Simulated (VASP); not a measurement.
The system is Ir.

```
Ir
1.0
     2.75764   -0.00709   -0.02684
    -1.38496    2.41282    0.00606
    -0.04350   -0.01377    4.44499
Ir
2
Direct
  0.67423 0.33115 0.75432
  0.32577 0.66885 0.24568
```

```yaml
Program: VASP 6.6.1
Task: relaxation of cell and atoms
Functional: PBE
Potentials_or_basis: VASP PAW PBE potentials, release 64 (Ir)
Cutoff: 600 eV
k_mesh: 12 × 12 × 8
Occupations: gaussian, width 0.15 eV
Spin: no spin polarisation
```

At the start: pressure -3.4 GPa; volume 14.76 Å³/atom.

Q: How do energy, volume and symmetry change on relaxing?

A: Over 13 steps the energy falls by 15.3 meV/atom and the volume is 14.59 Å³/atom (-1.2 %); space group C2/m (No. 12, to 0.1 Å) before, P6_3/mmc (No. 194, to 0.1 Å).

The path:
```tsv
step	energy change (eV)	largest force (eV/Å)	pressure (GPa)	volume (Å³)
1	0.0000	0.6198	-3.36	29.53
2	0.0118	0.2636	12.66	28.22
3	-0.0220	0.2903	3.19	28.93
4	-0.0182	0.2884	-4.33	29.57
5	-0.0287	0.1210	-0.30	29.20
6	-0.0301	0.0824	0.09	29.17
7	-0.0302	0.0708	0.30	29.15
8	-0.0305	0.0020	-0.67	29.23
9	-0.0305	0.0212	-0.39	29.21
10	-0.0305	0.0304	0.63	29.12
11	-0.0306	0.0037	0.06	29.17
12	-0.0306	0.0037	0.05	29.17
13	-0.0307	0.0049	-0.02	29.18
```

Final structure:
```
Ir
1.0
     2.74705    0.00010    0.00062
    -1.37340    2.37877   -0.00010
     0.00124    0.00041    4.46488
Ir
2
Direct
  0.66661 0.33329 0.75003
  0.33339 0.66671 0.24997
```
